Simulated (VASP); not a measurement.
BeZn2TeS2:

```
Be Zn Te S
1.0
     4.90232    0.00000    0.00000
     0.00000    4.90232    0.00000
     0.00000    0.00000    6.77563
Be Zn Te S
1 2 1 2
Direct
  0.50000 0.50000 0.00000
  0.50000 0.00000 0.46545
  0.00000 0.50000 0.53455
  0.00000 0.00000 0.00000
  0.50000 0.00000 0.90176
  0.00000 0.50000 0.09824
```

```yaml
Program: VASP 6.6.1
Task: relaxation of cell and atoms
Functional: PBE
Potentials_or_basis: VASP PAW PBE potentials, release 64 (Be, Zn, Te, S)
Cutoff: 600 eV
k_mesh: 8 × 8 × 6
Occupations: gaussian, width 0.1 eV
Spin: no spin polarisation
```

At the start: pressure -0.5 GPa; volume 27.14 Å³/atom.

Question: Where does the relaxation end?

Answer: Over 7 steps the energy falls by 2.1 meV/atom and the volume is 27.12 Å³/atom (-0.1 %); space group P-4m2 (No. 115, to 0.05 Å).

Step by step:
```
step  energy change (eV)  largest force (eV/Å)  pressure (GPa)  volume (Å³)
   1              0.0000                0.1790           -0.53       162.84
   2             -0.0072                0.1041            0.08       160.74
   3             -0.0072                0.0984            0.12       160.59
   4             -0.0085                0.0849            0.10       160.86
   5             -0.0112                0.0449            0.05       161.70
   6             -0.0119                0.0301           -0.03       163.37
   7             -0.0124                0.0032            0.01       162.73
```

Final structure:
```
Be Zn Te S
1.0
     4.88549    0.00000    0.00000
     0.00000    4.88549    0.00000
     0.00000    0.00000    6.81800
Be Zn Te S
1 2 1 2
Direct
  0.50000 0.50000 0.00000
  0.50000 0.00000 0.46366
  0.00000 0.50000 0.53634
  0.00000 0.00000 0.00000
  0.50000 0.00000 0.90964
  0.00000 0.50000 0.09036
```
